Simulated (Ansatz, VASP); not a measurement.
One calculation of CaS4, two programs

```
CELL_PARAMETERS angstrom
4.66823 0.00000 0.00000
0.00000 4.66823 0.00000
0.00000 0.00000 4.66823
ATOMIC_POSITIONS crystal
Ca 0.50000 0.50000 0.50000
S 0.50000 0.00000 0.00000
S 0.00000 0.50000 0.00000
S 0.00000 0.00000 0.50000
S 0.00000 0.00000 0.00000
```

Alike in both runs: functional PBE; k mesh 4 × 4 × 4; occupations gaussian, width 0.1 eV; no spin polarisation.

Ansatz relaxed the structure, and its values are those at the end. VASP's run is a single point on that final structure, the one shown.

|  | VASP | Ansatz |
| --- | --- | --- |
| version | VASP 6.6.1 | Ansatz 0.2.0 |
| potentials or method | VASP PAW PBE potentials, release 64 (Ca_sv, S), cutoff 520 eV | scalar-relativistic, plane waves, PAW |
| valence electrons in the cell | 34 | 34 |

```csv
,VASP,Ansatz,Ansatz less VASP
gap on the k mesh at the Fermi level (eV),none,none,-
pressure (GPa),-0.4,-0.3,+0.12
```

A gap of «none» marks a metal or a gap that the smearing closes.
